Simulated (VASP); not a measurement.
Wanted: the native input for a VASP 6.6.1 run.

```
Task                   : single point
Functional             : PBE
Potentials or basis    : VASP PAW PBE potentials, release 64 (Al, In_d, N)
Cutoff                 : 520 eV
k mesh                 : 6 × 6 × 6
Occupations            : gaussian, width 0.05 eV
Spin                   : no spin polarisation
Dipole correction      : no
Further INCAR settings : ALGO = Normal; EDIFF = 1e-06; NBANDS = 46
```

The structure of Al2InN3 lies in POSCAR:

```
Al2InN3
1.0
    5.1515402097     -2.8844667577      0.0000000000
    5.1515402097      2.8844667577      0.0000000000
    0.0000000000      0.0000000000      5.4999356859
Al In N
4 2 6
Direct
    0.0084427086      0.3348641725      0.9917411822
    0.6651358275      0.9915572914      0.9917411822
    0.9915572914      0.6651358275      0.4917411822
    0.3348641725      0.0084427086      0.4917411822
    0.3220722962      0.6779277038      0.9869930315
    0.6779277038      0.3220722962      0.4869930315
    0.0367610679      0.3336262977      0.3556963910
    0.6663737023      0.9632389321      0.3556963910
    0.9632389321      0.6663737023      0.8556963910
    0.3336262977      0.0367610679      0.8556963910
    0.2982358752      0.7017641248      0.4061317922
    0.7017641248      0.2982358752      0.9061317922
```

These files were run (other wordings do the same):

INCAR

```
ALGO     = Normal         # electronic algorithm
EDIFF    = 1E-6           # SCF threshold, eV
ENCUT    = 520            # plane-wave cutoff, eV
GGA      = PE             # functional
ISIF     = 2              # what is computed and relaxed
ISMEAR   = 0              # smearing method
LASPH    = T              # aspherical terms in the spheres
LCHARG   = F              # write CHGCAR
LREAL    = F              # projectors in reciprocal space
LWAVE    = F              # write WAVECAR
NBANDS   = 46             # bands
NELM     = 80             # most SCF steps
PREC     = Accurate       # precision mode
SIGMA    = 0.05           # smearing width, eV
```

KPOINTS

```
k-points
0
Gamma
  6 6 6
```

Potentials or basis: VASP PAW PBE potentials, release 64 (Al, In_d, N).

The run is started by

```console
$ cat potpaw_PBE.64/Al/POTCAR potpaw_PBE.64/In_d/POTCAR potpaw_PBE.64/N/POTCAR > POTCAR
$ mpirun -np 1 vasp_std > vasp.out
```

It gave:

The pressure is -15.0 GPa, the largest force is 0.193 eV/Å and the band gap on the k mesh is 1.52 eV.

Caveat: the stress differs along the axes, from -17 to -11 GPa; spin-orbit coupling is left out, which moves the levels of the heavy elements.

It took 8.6 min on 1 thread of Oxide Virtual Turin-like Processor (shared host), peak memory 0.47 GiB.
